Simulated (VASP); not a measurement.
# Bi6Te (P1) in VASP: single point with PBE

Aim: the single point of Bi6Te with PBE.

All numbers are computed with VASP 6.6.1; they aren't measurements. Logs are shortened: lines on timing, memory, paths and dates and some standing lists are left out, and cuts for length are marked.

**1. The cell of the first run**

The typed cell holds 7 atoms: a = 4.658 Å, b = 4.585 Å, c = 13.669 Å, α = 80.56°, β = 84.02°, γ = 60.26°.

**2. Single point, PBE**

Input file INCAR:

```
SYSTEM = Bi6Te
ALGO     = Fast           ! electronic algorithm
EDIFF    = 1E-7           ! SCF threshold, eV
ENCUT    = 520            ! plane-wave cutoff, eV
GGA      = PE             ! functional
ISIF     = 2              ! what is computed and relaxed
ISMEAR   = 0              ! smearing method
LASPH    = .TRUE.         ! aspherical terms in the spheres
LCHARG   = .FALSE.        ! write CHGCAR
LREAL    = .FALSE.        ! projectors in reciprocal space
LWAVE    = .FALSE.        ! write WAVECAR
NBANDS   = 57             ! bands
NELM     = 80             ! most SCF steps
PREC     = Accurate       ! precision mode
SIGMA    = 0.2            ! smearing width, eV
```

Input file KPOINTS:

```
k-points
0
G
  6 6 6
  0 0 0
```

Input file POSCAR:

```
Bi6Te
1.0
   -2.3013309279      4.0468719387     -0.1527426284
   -4.5850533842      0.0103442387     -0.0094433540
   -2.2666521514      0.8567011891     13.4527868351
Bi Te
6 1
Direct
    0.1807882717      0.1278774594      0.5654739660
    0.3972401410      0.4395113264      0.7224749765
    0.8175450205      0.8728661168      0.4348609954
    0.6029334178      0.5602550434      0.2777715991
    0.2483137607      0.3020220316      0.1463056818
    0.7525392664      0.6980715388      0.8533372230
    0.0006401219     -0.0006035165     -0.0002244418
```

Potentials or basis: VASP PAW PBE potentials, release 64 (Bi_d, Te).

Launch:

```
$ cat potpaw_PBE.64/Bi_d/POTCAR potpaw_PBE.64/Te/POTCAR > POTCAR
$ mpirun -np 1 vasp_std > vasp.out
```

OUTCAR:

```text
SYSTEM = Bi6Te
   EDIFF = 1E-7
   ENCUT = 520
   GGA = PE
   ISIF = 2
   ISMEAR = 0
   LASPH = .TRUE.
   LREAL = .FALSE.
   NELM = 80
   PREC = Accurate

 ion  position               nearest neighbor table
   1  0.181  0.128  0.565-   3 3.08   2 3.25   3 3.26   2 3.26   3 3.27   2 3.76
   2  0.397  0.440  0.722-   6 3.11   6 3.25   1 3.25   6 3.26   1 3.26   1 3.76
   3  0.818  0.873  0.435-   1 3.08   4 3.25   1 3.26   4 3.26   1 3.27   4 3.77
   4  0.603  0.560  0.278-   5 3.12   3 3.25   5 3.25   5 3.26   3 3.26   3 3.77
   5  0.248  0.302  0.146-   4 3.12   7 3.20   7 3.21   4 3.25   4 3.26   7 3.58
   6  0.753  0.698  0.853-   2 3.11   7 3.20   7 3.21   2 3.25   2 3.26   7 3.58
   7  0.001  0.999  1.000-   6 3.20   5 3.20   5 3.21   6 3.21   6 3.58   5 3.58

  LATTYP: Found a triclinic cell.
 ALAT       =     4.6399869410
 B/A-ratio  =     0.9881654487
 C/A-ratio  =     3.0561497731
 COS(alpha) =     0.0023583661
 COS(beta)  =     0.2717952663
 COS(gamma) =     0.4901543934

  Lattice vectors:

 A1 = (  -2.2837224563,  -4.0365277000,   0.1432992744)
 A2 = (  -4.5850533842,   0.0103442387,  -0.0094433540)
 A3 = (  -0.0170703049,  -4.8932288891, -13.3094875607)

Analysis of symmetry for initial positions (statically):
=====================================================================
 Subroutine PRICEL returns:
 Original cell was already a primitive cell.

 Routine SETGRP: Setting up the symmetry group for a
 triclinic supercell.

 Subroutine GETGRP returns: Found  1 space group operations
 (whereof  1 operations were pure point group operations)
 out of a pool of  2 trial point group operations.

The static configuration has the point symmetry C_1 .

Analysis of symmetry for dynamics (positions and initial velocities):
=====================================================================
 Subroutine PRICEL returns:
 Original cell was already a primitive cell.

 Routine SETGRP: Setting up the symmetry group for a
 triclinic supercell.

 Subroutine GETGRP returns: Found  1 space group operations
 (whereof  1 operations were pure point group operations)
 out of a pool of  2 trial point group operations.

The dynamic configuration has the point symmetry C_1 .

 Subroutine INISYM returns: Found  1 space group operations
 (whereof  1 operations are pure point group operations),
 and found     1 'primitive' translations

----------------------------------------------------------------------------------------

                                     Primitive cell

  volume of cell :     249.9623

  direct lattice vectors                    reciprocal lattice vectors
    -2.301330928  4.046871939 -0.152742628     0.000589085  0.246849852 -0.015620653
    -4.585053384  0.010344239 -0.009443354    -0.218323186 -0.125241014 -0.028809540
    -2.266652151  0.856701189 13.452786835    -0.000146566  0.002714813  0.074136461

  length of vectors
     4.657963808  4.585074778 13.669276591     0.247344297  0.253338341  0.074186296

  position of ions in fractional coordinates (direct lattice)
     0.180788272  0.127877459  0.565473966
     0.397240141  0.439511326  0.722474977
     0.817545020  0.872866117  0.434860995
     0.602933418  0.560255043  0.277771599
     0.248313761  0.302022032  0.146305682
     0.752539266  0.698071539  0.853337223
     0.000640122  0.999396483  0.999775558

  ion indices of the primitive-cell ions
   primitive index   ion index
                 1           1
                 2           2
                 3           3
                 4           4
                 5           5
                 6           6
                 7           7

----------------------------------------------------------------------------------------

 KPOINTS: k-points

Automatic generation of k-mesh.
 Grid dimensions read from file:
 generate k-points for:    6    6    6

 Generating k-lattice:

  Cartesian coordinates                     Fractional coordinates (reciprocal lattice)
     0.000098181  0.041141642 -0.002603442     0.166666667 -0.000000000  0.000000000
    -0.036387198 -0.020873502 -0.004801590    -0.000000000  0.166666667  0.000000000
    -0.000024428  0.000452469  0.012356077     0.000000000 -0.000000000  0.166666667

  Length of vectors
     0.041224050  0.042223057  0.012364383

  Shift w.r.t. Gamma in fractional coordinates (k-lattice)
     0.000000000  0.000000000  0.000000000

 Subroutine IBZKPT returns following result:
 ===========================================

 Found    112 irreducible k-points:

 Following reciprocal coordinates:
            Coordinates               Weight
  0.000000  0.000000  0.000000      1.000000
  0.166667  0.000000  0.000000      2.000000
  0.333333  0.000000  0.000000      2.000000
  0.500000  0.000000 -0.000000      1.000000
 -0.000000  0.166667  0.000000      2.000000
  0.166667  0.166667  0.000000      2.000000
[... 16 lines left out ...]
  0.333333  0.000000  0.166667      2.000000
  0.500000 -0.000000  0.166667      2.000000
 [... further k-points ...]
   k-points           NKPTS =    112   k-points in BZ     NKDIM =    112   number of bands    NBANDS=     57
   number of dos      NEDOS =    301   number of ions     NIONS =      7
   total plane-waves  NPLWV = 139968
   dimension x,y,z NGX =    36 NGY =   36 NGZ =  108
   dimension x,y,z NGXF=    72 NGYF=   72 NGZF=  216
   ions per type =               6   1
   NGX,Y,Z   is equivalent  to a cutoff of  12.85, 13.05, 13.13 a.u.
   NGXF,Y,Z  is equivalent  to a cutoff of  25.70, 26.11, 26.27 a.u.
 SYSTEM =  Bi6Te
   PREC   = accura    normal or accurate (medium, high low for compatibility)
   ISTART =      0    job   : 0-new  1-cont  2-samecut
   ICHARG =      2    charge: 1-file 2-atom 10-const
   ISPIN  =      1    spin polarized calculation?
   LNONCOLLINEAR =      F non collinear calculations
   LSORBIT =      F    spin-orbit coupling
   LASPH  =      T    aspherical Exc in radial PAW
   ENCUT  =  520.0 eV  38.22 Ry    6.18 a.u.   8.66  8.53 25.42*2*pi/ulx,y,z
   NELM   =     80;   NELMIN=  2; NELMDL= -5     # of ELM steps
   EDIFF  = 0.1E-06   stopping-criterion for ELM
   LREAL  =      F    real-space projection
   EDIFFG = 0.1E-05   stopping-criterion for IOM
   NSW    =      0    number of steps for IOM
   IBRION =     -1    ionic relax: 0-MD 1-quasi-New 2-CG
   NFREE  =      0    steps in history (QN), initial steepest desc. (CG)
   ISIF   =      2    stress and relaxation
   ISYM   =      2    0-nonsym 1-usesym 2-fastsym
   POTIM  = 0.5000    time-step for ionic-motion
   TEBEG  =    0.0;   TEEND  =   0.0 temperature during run
   PSTRESS=    0.0 pullay stress
   NELECT =      96.0000    total number of electrons
   NUPDOWN=      -1.0000    fix difference up-down
   EMIN   =  10.00;   EMAX   =-10.00  energy-range for DOS
   EFERMI =   0.00;   METHOD = LEGACY
   ISMEAR =     0;   SIGMA  =   0.20  broadening in eV -4-tet -1-fermi 0-gaus
   EFERMI_NEDOS =   21; number of points for ismear=-14 and -15
   IALGO  =     68    algorithm
   IMIX   =      4    mixing-type and parameters
     AMIX     =   0.40;   BMIX     =  1.00
     AMIX_MAG =   1.60;   BMIX_MAG =  1.00
  volume/ion in A,a.u.               =      35.71       240.98
  Fermi-wavevector in a.u.,A,eV,Ry     =   1.189982  2.248740 19.266630  1.416057
  Thomas-Fermi vector in A             =   2.326077
   LORBIT       =      0    0 simple, 1 ext, 2 COOP (PROOUT), +10 PAW based schemes
   GGA     = PE    functional components
   LHFCALC =     F    Hartree Fock is set to
   AEXX    =    0.0000 exact exchange contribution
   IVDW    =     0    specifies the selected vdW correction
   LEPSILON=     F    determine dielectric tensor
   LRPA    =     F    only Hartree local field effects (RPA)
 non-spin polarized calculation
 RMM-DIIS sequential band-by-band and
 Gauss-broadening in eV      SIGMA  =   0.20
  energy-cutoff  :      520.00
  volume of cell :      249.96
 maximum number of plane-waves:      6764
 NGX is ok and might be reduce to    36
   NGX = 17   NGY = 17   NGZ = 51

 number of electron      96.0000012 magnetization

 Free energy of the ion-electron system (eV)
  ---------------------------------------------------
  ext. energy  EPLUGINS =         0.00000000
  ---------------------------------------------------
  free energy    TOTEN  =       -26.47543978 eV

  energy without entropy =      -26.39960445  energy(sigma->0) =      -26.43752211

 E-fermi :   5.9393     XC(G=0):  -9.3928

 val. band max:        5.9309580360   @ k =  -0.1667   0.3333   0.5000
 cond. band min:       5.9393576962   @ k =   0.1667   0.0000   0.1667
 fundamental gap:      0.0083996602
 Fermi energy:         5.9392668755

 k-point     1 :       0.0000    0.0000    0.0000
  band No.  band energies     occupation
      1     -16.9132      2.00000
      2     -16.8960      2.00000
      3     -16.8952      2.00000
      4     -16.8817      2.00000
      5     -16.8570      2.00000
      6     -16.8477      2.00000
[... 49 lines left out ...]
     56       8.2754      0.00000
     57       8.9797      0.00000

 k-point     2 :       0.1667    0.0000    0.0000
  band No.  band energies     occupation
      1     -16.9117      2.00000
      2     -16.8924      2.00000
      3     -16.8818      2.00000
      4     -16.8722      2.00000
      5     -16.8490      2.00000
      6     -16.8469      2.00000
[... 49 lines left out ...]
     56       8.9852      0.00000
     57       9.0198      0.00000

 k-point     3 :       0.3333    0.0000    0.0000
  band No.  band energies     occupation
      1     -16.9069      2.00000
      2     -16.8884      2.00000
      3     -16.8551      2.00000
      4     -16.8523      2.00000
      5     -16.8482      2.00000
      6     -16.8434      2.00000
[... 1194 lines left out ...]
      1     -16.9062      2.00000
      2     -16.8897      2.00000
      3     -16.8553      2.00000
      4     -16.8522      2.00000
      5     -16.8480      2.00000
      6     -16.8431      2.00000
[... 49 lines left out ...]
     56       9.6190      0.00000
     57      10.1909      0.00000

 k-point    24 :       0.5000   -0.0000    0.1667
  band No.  band energies     occupation
      1     -16.9036      2.00000
      2     -16.8880      2.00000
      3     -16.8504      2.00000
      4     -16.8479      2.00000
      5     -16.8412      2.00000
      6     -16.8399      2.00000
[... 49 lines left out ...]
     56       9.9483      0.00000
     57      10.0764      0.00000

 [... further k-points ...]
[... 5 lines left out ...]
  --------------------------------------------------------------------------------------
  -------------------------------------------------------------------------------------
  Total       -0.1290311     -0.0236429      0.0527076      0.0274351     -0.0674173     -0.0321986
  in kB       -0.8270479     -0.1515431      0.3378389      0.1758503     -0.4321233     -0.2063829
  external PRESSURE =      -0.2135840 kB  Pullay stress =       0.0000000 kB

 VOLUME and BASIS-vectors are now :
 -----------------------------------------------------------------------------
  energy-cutoff  :      520.00
  volume of cell :      249.96
      direct lattice vectors                 reciprocal lattice vectors
    -2.301330928  4.046871939 -0.152742628     0.000589085  0.246849852 -0.015620653
    -4.585053384  0.010344239 -0.009443354    -0.218323186 -0.125241014 -0.028809540
    -2.266652151  0.856701189 13.452786835    -0.000146566  0.002714813  0.074136461

 POSITION                                       TOTAL-FORCE (eV/Angst)
 -----------------------------------------------------------------------------------
     -2.28411      1.21739      7.57838         0.003712     -0.013752      0.002302
     -4.56696      2.23107      9.65448        -0.004172      0.018998     -0.014373
     -6.86926      3.69008      5.71698        -0.004826      0.018115     -0.004368
     -4.58596      2.68376      3.63942         0.004769     -0.009109     -0.013820
     -2.28786      1.13336      1.92744         0.000126      0.000972      0.005389
     -6.86676      3.78371     11.35823         0.005559     -0.013606      0.017702
     -6.84990      0.86944     13.44023        -0.005167     -0.001618      0.007168
 -----------------------------------------------------------------------------------
    total drift:                               -0.000002      0.000103     -0.000411

  FREE ENERGIE OF THE ION-ELECTRON SYSTEM (eV)
  ---------------------------------------------------
  free  energy   TOTEN  =       -26.4754397764 eV

  energy  without entropy=      -26.3996044501  energy(sigma->0) =      -26.43752211
```

Wall time 50 min (1 thread of Oxide Virtual Turin-like, shared host); peak memory 1.1 GiB.

What came out:

- Free energy: -26.4754 eV
- Pressure: 0.0 GPa
- Largest force: 0.024 eV/Å
- Band gap on the k mesh: zero (bands 48 and 49 overlap by 1.14 eV)

Forces on the atoms (eV/Å):
```
Bi   0.004 -0.014  0.002
Bi  -0.004  0.019 -0.014
Bi  -0.005  0.018 -0.004
Bi   0.005 -0.009 -0.014
Bi   0.000  0.001  0.005
Bi   0.006 -0.014  0.018
Te  -0.005 -0.002  0.007
```

Stress tensor (GPa, compression positive):
```
-0.08  0.02 -0.02
 0.02 -0.02 -0.04
-0.02 -0.04  0.03
```

Levels at points of the mesh, in eV from the Fermi level:
```tsv
k point	band 44	band 45	band 46	band 47	band 48	band 49	band 50	band 51	band 52	band 53
(0.00, 0.00, 0.00)	-0.91	-0.84	-0.71	-0.67	-0.25	-0.24	0.91	1.04	1.35	1.51
(0.50, 0.00, 0.00)	-2.45	-1.07	-1.00	-0.99	-0.98	-0.19	1.13	1.90	2.05	2.38
(0.00, 0.50, 0.00)	-2.38	-1.44	-1.28	-0.91	-0.53	0.39	1.14	1.74	2.08	2.39
(0.50, 0.50, 0.00)	-2.03	-1.93	-1.36	-1.34	-0.47	0.51	0.88	1.23	2.43	2.77
(0.00, 0.00, 0.50)	-0.97	-0.92	-0.90	-0.73	-0.05	0.27	0.48	0.52	1.14	1.68
(0.50, 0.00, 0.50)	-2.18	-1.93	-1.57	-1.35	0.11	0.18	0.69	0.84	2.50	2.97
(0.00, 0.50, 0.50)	-2.05	-1.95	-1.40	-1.35	-0.53	0.48	0.88	1.20	2.43	2.74
(0.50, 0.50, 0.50)	-2.36	-1.39	-1.26	-0.87	-0.52	0.44	1.15	1.78	2.13	2.38
```

Caveat: spin-orbit coupling is left out, which moves the levels of the heavy elements.
